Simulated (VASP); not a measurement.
Wanted: the native input for a VASP 6.6.1 run.

```yaml
Task: single point
Functional: LDA
Potentials_or_basis: VASP PAW LDA potentials, release 64 (Y_sv)
Cutoff: 520 eV
k_mesh: 13 × 13 × 13
Occupations: fermi-dirac, width 0.05 eV
Spin: no spin polarisation
Dipole_correction: no
Further_INCAR_settings: ALGO = Normal; EDIFF = 1e-07; NBANDS = 12
```

The structure of Y lies in POSCAR:

```
Y
1.0
    0.0000000000      2.4342714802      2.4342714802
    2.4342714802      0.0000000000      2.4342714802
    2.4342714802      2.4342714802      0.0000000000
Y
1
Direct
    0.0000000000      0.0000000000      0.0000000000
```

This cell differs from its parent crystal: volume scaled by 0.94.

The input as run:

INCAR

```
SYSTEM = Y
PREC = Accurate
ENCUT = 520
EDIFF = 1E-7
ISMEAR = -1
SIGMA = 0.05
LREAL = .FALSE.
LASPH = .TRUE.
NELM = 100
ALGO = Normal
ISIF = 2
LWAVE = .FALSE.
LCHARG = .TRUE.
GGA = CA
LELF = .TRUE.
LVHAR = .TRUE.
NBANDS = 12
```

KPOINTS

```
Automatic mesh
0
G
  13 13 13
  0 0 0
```

Potentials or basis: VASP PAW LDA potentials, release 64 (Y_sv).

Run with:

```bash
$ cat potpaw_LDA.64/Y_sv/POTCAR > POTCAR
$ mpirun -np 1 vasp_std > vasp.out
```

Results of the run:

```json
{
 "Pressure": "0.8 GPa"
}
```

Run time: 16 s on 1 thread of Intel(R) Xeon(R) Platinum 8559C (Emerald Rapids) (shared host), peak memory 0.17 GiB.
